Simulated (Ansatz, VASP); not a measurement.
## One calculation of CdS3, two programs

```
Cd S
1.0
     4.80082    0.00000    0.00000
    -2.40041    4.15763    0.00000
     0.00000    0.00000    4.97449
Cd S
1 3
Direct
  0.00000 0.00000 0.50000
  0.00000 0.00000 0.00000
  0.33333 0.66667 0.50000
  0.66667 0.33333 0.50000
```

Alike in both runs: functional PBE; k mesh 6 × 6 × 4; occupations gaussian, width 0.1 eV; no spin polarisation.

Ansatz relaxed the structure, and its values are those at the end. VASP's run is a single point on that final structure, the one shown.

```csv
,VASP,Ansatz
version,VASP 6.6.1,Ansatz 0.2.0
potentials or method,"VASP PAW PBE potentials, release 64 (Cd, S), cutoff 500 eV","scalar-relativistic, plane waves, PAW"
valence electrons in the cell,30,38
```

|  | VASP | Ansatz | Ansatz less VASP |
| --- | --- | --- | --- |
| gap on the k mesh at the Fermi level (eV) | none | none | - |
| pressure (GPa) | 0.2 | -0.1 | -0.22 |

A gap of «none» marks a metal or a gap that the smearing closes. The functional is the same, so the differences come from potentials, cutoffs and numerics. VASP's potentials hold 30 valence electrons a cell and Ansatz's 38, so a difference there can come from the potentials and not from the codes.
